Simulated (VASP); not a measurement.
SnCl:

```
Sn Cl
1.0
     3.49755    0.00000    0.00000
    -1.74877    3.02896    0.00000
     0.00000    0.00000   10.06221
Sn Cl
2 2
Direct
  0.66667 0.33333 0.82051
  0.33333 0.66667 0.32051
  0.66667 0.33333 0.55449
  0.33333 0.66667 0.05449
```

Base run:

* Program: VASP 6.6.1
* Functional: PBE
* Dispersion: D3(BJ)
* Potentials or basis: VASP PAW PBE potentials, release 64 (Sn_d, Cl)
* Cutoff: 520 eV
* k mesh: 9 × 9 × 3
* Occupations: fermi-dirac, width 0.05 eV
* Spin: no spin polarisation

Its results: band gap on the k mesh zero (band 21 reaches 7.25 eV, above the bottom of band 22 at 3.87 eV); pressure -2.0 GPa; largest force 0.118 eV/Å.

Question: The run is repeated on the same cell with these changes: dispersion from D3(BJ) to none. What comes out?

Answer: Band gap on the k mesh zero (band 21 reaches 7.25 eV, above the bottom of band 22 at 3.87 eV); pressure -0.3 GPa; largest force 0.103 eV/Å.

Dispersion adds attraction, which lowers the pressure at fixed volume and, as a term added to the energy, leaves the levels alone.

Caveats: spin-orbit coupling is left out, which moves the levels of the heavy elements; three body term missing (some runs); pairwise dispersion overbinds metals, which lowers pressure and volume (some runs).
